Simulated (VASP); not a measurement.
Here is a VASP 6.6.1 calculation.

File INCAR:

```
SYSTEM = Al2O3
  PREC = Accurate
  ENCUT = 520
  EDIFF = 1E-7
  ISMEAR = -1
  SIGMA = 0.05
  LREAL = .False.
  LASPH = .True.
  NELM = 60
  ALGO = Normal
  ISIF = 2
  LWAVE = .False.
  LCHARG = .True.
  GGA = PE
  LELF = .True.
  LVHAR = .True.
  NBANDS = 35
```

File KPOINTS:

```
regular mesh
0
Gamma
  6 3 9
  0 0 0
```

POSCAR

```
Al2O3
1.0
    4.7134307357      0.0000000000      0.0000000000
    0.0000000000      9.7040314648      0.0000000000
    0.0000000000      0.0000000000      3.0258746913
Al O
4 6
Direct
    1.0675908689      0.8295142521      0.0000000000
   -0.0675908689      0.1704857479      0.0000000000
    0.5675908689      0.6704857479      0.5000000000
    0.4324091311      0.3295142521      0.5000000000
    0.5000000000      0.5000000000      0.5000000000
    0.2445848417      0.7728595421      0.5000000000
    0.2554151583      0.2728595421      0.0000000000
    0.7445848417      0.7271404579      0.0000000000
    0.0000000000      0.0000000000      0.0000000000
    0.7554151583      0.2271404579      0.5000000000
```

Potentials or basis: VASP PAW PBE potentials, release 64 (Al, O).

Launch:

```bash
$ cat potpaw_PBE.64/Al/POTCAR potpaw_PBE.64/O/POTCAR > POTCAR
$ mpirun -np 1 vasp_std > vasp.out
```

**Question.** Predict the pressure.

**Answer.** 0.0 GPa.

**Question.** Estimate the largest force.

**Answer.** 0.026 eV/Å.

Stress tensor (GPa, compression positive):
```
-0.11  0.00  0.00
 0.00  0.13  0.00
 0.00  0.00 -0.17
```
